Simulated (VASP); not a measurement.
Input of a VASP 6.6.1 run:

POSCAR

```
BN
1.0
    0.0000000000      1.7458259515      1.7458259515
    1.7458259515      0.0000000000      1.7458259515
    1.7458259515      1.7458259515      0.0000000000
B N
1 1
Direct
    0.0000000000      0.0000000000      0.0000000000
    0.5000000000      0.5000000000      0.5000000000
```

Contents of INCAR.step1:

```
PREC = Accurate ; ENCUT = 520
ISMEAR = 0 ; SIGMA = 0.01
LREAL = F ; LASPH = T
NELM = 80 ; NBANDS = 11
GGA = PE ; ALGO = Normal
EDIFF = 1E-4 ; LWAVE = T
LCHARG = F
```

The input INCAR.step2:

```
PREC = Accurate ; ENCUT = 520
EDIFF = 1E-6 ; ISMEAR = 0
SIGMA = 0.01 ; LREAL = F
LASPH = T ; NELM = 80
ALGO = Normal ; ISIF = 2
LWAVE = F ; LCHARG = F
METAGGA = R2SCAN ; LMIXTAU = T
NBANDS = 11 ; ISTART = 1
```

KPOINTS

```
regular mesh
0
Gamma
  6 6 6
```

Potentials or basis: VASP PAW PBE potentials, release 64 (B, N).

The run is started by

```bash
$ cat potpaw_PBE.64/B/POTCAR potpaw_PBE.64/N/POTCAR > POTCAR
$ cp INCAR.step1 INCAR
$ mpirun -np 1 vasp_std > vasp.out
$ cp INCAR.step2 INCAR
$ mpirun -np 1 vasp_std > vasp.out
```

**Question.** What does it give for the pressure?

**Answer.** 0.3 GPa.

**Question.** Predict the band gap on the k mesh.

**Answer.** 1.32 eV, indirect (least direct gap 6.50 eV).

Caveat: the k points lie up to 0.52 Å⁻¹ apart; the PAW data sets were made with another functional, which shifts forces and pressure a little. r2SCAN opens gaps a little over a GGA but as a rule still falls short of measured ones.
